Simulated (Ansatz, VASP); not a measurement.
CuO in VASP and in Ansatz

```
Cu O
1.0
     0.00000    2.11656    2.11656
     2.11656    0.00000    2.11656
     2.11656    2.11656    0.00000
Cu O
1 1
Cartesian
  1.9814 1.9843 0.1219
  2.2518 2.2488 1.9946
```

Alike in both runs: functional LDA; k mesh 11 × 11 × 11; occupations fermi-dirac, width 0.05 eV; no spin polarisation; Hubbard terms Cu d U = 4.5 eV.

|  | VASP | Ansatz |
| --- | --- | --- |
| version | VASP 6.6.1 | Ansatz 0.2.0 |
| potentials or method | VASP PAW LDA potentials, release 64 (Cu, O) | Ansatz PAW |
| plane-wave cutoff (eV) | 520 | 420 |
| valence electrons in the cell | 17 | 25 |
| task | single point | band structure |

Ansatz gave:

| Quantity | Value |
| --- | --- |
| gap on the k mesh at the Fermi level (eV) | none |
| pressure (GPa) | 3.8 |
| traceless stress, the component that is largest in VASP (GPa) | -3.51 |
| rms of the force components (eV/Å) | 0.516 |

Problem. What did VASP give for the same quantities?

Solution. gap on the k mesh at the Fermi level (eV): none; pressure (GPa): -2.6; traceless stress, the component that is largest in VASP (GPa): -2.33; rms of the force components (eV/Å): 0.373.

LDA's correlation is that of Perdew and Zunger in VASP and of Perdew and Wang (1992) in Ansatz. The programs project onto different local orbitals, so the same U acts differently, and such runs can settle in different states. Atom by atom the forces differ by 0.144 eV/Å (rms over components). A gap of «none» marks a metal or a gap that the smearing closes. VASP's potentials hold 17 valence electrons a cell and Ansatz's 25, so a difference there can come from the potentials and not from the codes.
